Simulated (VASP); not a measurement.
Write the native input for VASP 6.6.1 that does the following.

| Item | Value |
| --- | --- |
| Task | single point |
| Functional | PBEsol |
| Potentials or basis | VASP PAW PBE potentials, release 64 (In_d, P) |
| Cutoff | 520 eV |
| k mesh | 10 × 10 × 10 |
| Occupations | gaussian, width 0.01 eV |
| Spin | no spin polarisation |
| Dipole correction | no |
| Further INCAR settings | ALGO = Normal; EDIFF = 1e-06; NBANDS = 16 |

The structure of InP lies in POSCAR:

```
InP
1.0
    0.0000000000      2.8878213766      2.8878213766
    2.8878213766      0.0000000000      2.8878213766
    2.8878213766      2.8878213766      0.0000000000
In P
1 1
Direct
    0.0000000000      0.0000000000      0.0000000000
    0.7500000000      0.7500000000      0.7500000000
```

These files were run (other wordings do the same):

INCAR

```
PREC = Accurate ; ENCUT = 520
EDIFF = 1E-6 ; ISMEAR = 0
SIGMA = 0.01 ; LREAL = False
LASPH = True ; NELM = 80
ALGO = Normal ; ISIF = 2
LWAVE = False ; LCHARG = True
GGA = PS ; LELF = True
LVHAR = True ; NBANDS = 16
```

KPOINTS

```
Automatic mesh
0
Gamma
  10 10 10
```

Potentials or basis: VASP PAW PBE potentials, release 64 (In_d, P).

Command:

```console
$ cat potpaw_PBE.64/In_d/POTCAR potpaw_PBE.64/P/POTCAR > POTCAR
$ mpirun -np 1 vasp_std > vasp.out
```

It gave:

```yaml
Pressure: 4.0 GPa
Band_gap_on_the_k_mesh: 0.85 eV, direct
```

Caveat: the PAW data sets were made with another functional, which shifts forces and pressure a little; spin-orbit coupling is left out, which moves the levels of the heavy elements.

Wall time 58 s on 1 thread of AMD EPYC 7R13, on a shared host, peak memory 0.16 GiB.
